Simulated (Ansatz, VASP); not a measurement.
## Ba: VASP beside Ansatz

Contents of INCAR:

```
PREC = Accurate
ENCUT = 520
EDIFF = 1E-7
ISMEAR = -1
SIGMA = 0.1
LREAL = False
LASPH = True
NELM = 100
ALGO = Normal
ISIF = 2
LWAVE = False
LCHARG = True
GGA = B5
ALDAX = 1.0
AGGAX = 1.0
AGGAC = 1.0
ALDAC = 0.0
LELF = True
LVHAR = True
NBANDS = 11
```

KPOINTS

```
Automatic mesh
0
Gamma
  10 10 10
```

The input POSCAR:

```
Ba
1.0
    0.0000000000      3.0919750376      3.0919750376
    3.0919750376      0.0000000000      3.0919750376
    3.0919750376      3.0919750376      0.0000000000
Ba
1
Direct
    0.0000000000      0.0000000000      0.0000000000
```

Input for Ansatz:

```yaml
crystal:
  lattice:
    - [0.0, 3.0919750376, 3.0919750376]
    - [3.0919750376, 0.0, 3.0919750376]
    - [3.0919750376, 3.0919750376, 0.0]
  atoms:
    - { symbol: Ba, position: [0.0, 0.0, 0.0] }
hamiltonian:
  xc: blyp
  pseudopotentials:
    kind: paw
    azcp:
      Ba: "pseudopotentials/Ba.paw.azcp"
basis:
  ecutwfc: 420
  fft_grid_basis: typed
kpoints:
  mp_grid: { grid: [10, 10, 10], shift: [0, 0, 0] }
magnetization:
  spin_polarized: false
scf:
  occupations: { method: fermi_dirac, width: 0.1 }
  lower_state_search: "off"
output:
  stress: true
```

Alike in both runs: task single point; functional BLYP; k mesh 10 × 10 × 10; occupations fermi-dirac, width 0.1 eV; no spin polarisation.

|  | VASP | Ansatz |
| --- | --- | --- |
| version | VASP 6.6.1 | Ansatz 0.2.0 |
| potentials or method | VASP PAW PBE potentials, release 64 (Ba_sv), cutoff 520 eV | plane waves (420 eV) with PAW, scalar-relativistic |
| valence electrons in the cell | 10 | 10 |

Ansatz gave:

```
pressure (GPa) : 1.2
```

Task: Estimate VASP's values.

Result: Pressure (GPa): 1.3.

VASP's potentials were made for PBE, not for BLYP. The functional is the same, so the differences come from potentials, cutoffs and numerics.

Spin-orbit coupling is off throughout.
